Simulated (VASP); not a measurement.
Input of a VASP 6.6.1 run:

File POSCAR:

```
C
1.0
    0.0000000000      2.1745171800      3.2371142400
    1.1761784000      0.0000000000      3.2371142400
    1.1761784000      2.1745171800      0.0000000000
C
2
Direct
    0.2019309309      0.7980690691      0.2019309309
    0.7980690691      0.2019309309      0.7980690691
```

File INCAR.step1:

```
SYSTEM = C
  PREC = Accurate
  ENCUT = 520
  ISMEAR = 0
  SIGMA = 0.02
  LREAL = .False.
  LASPH = .True.
  NELM = 80
  NBANDS = 11
  GGA = PE
  ALGO = Normal
  EDIFF = 1E-4
  LWAVE = .True.
  LCHARG = .False.
```

The input INCAR.step2:

```
SYSTEM = C
  PREC = Accurate
  ENCUT = 520
  EDIFF = 1E-6
  ISMEAR = 0
  SIGMA = 0.02
  LREAL = .False.
  LASPH = .True.
  NELM = 80
  ALGO = Normal
  ISIF = 2
  LWAVE = .False.
  LCHARG = .True.
  METAGGA = R2SCAN
  LMIXTAU = .True.
  LELF = .True.
  LVHAR = .True.
  NBANDS = 11
  ISTART = 1
```

Contents of KPOINTS:

```
Automatic mesh
0
Gamma
  14 14 14
  0 0 0
```

Potentials or basis: VASP PAW PBE potentials, release 64 (C).

Run with:

```sh
$ cat potpaw_PBE.64/C/POTCAR > POTCAR
$ cp INCAR.step1 INCAR
$ mpirun -np 1 vasp_std > vasp.out
$ cp INCAR.step2 INCAR
$ mpirun -np 1 vasp_std > vasp.out
```

Problem. What does it give for the largest force?

Solution. 9.118 eV/Å.

Problem. Predict the pressure.

Solution. 57.8 GPa.

Problem. Estimate the band gap on the k mesh.

Solution. Zero (band 4 reaches 7.08 eV, above the bottom of band 5 at 4.89 eV).

Stress tensor (GPa, compression positive):
```
153.97   0.00   0.00
  0.00  16.00   0.00
  0.00   0.00   3.45
```

Caveat: the cell differs from its parent crystal (functional r2SCAN, strained); the PAW data sets were made with another functional, which shifts forces and pressure a little.
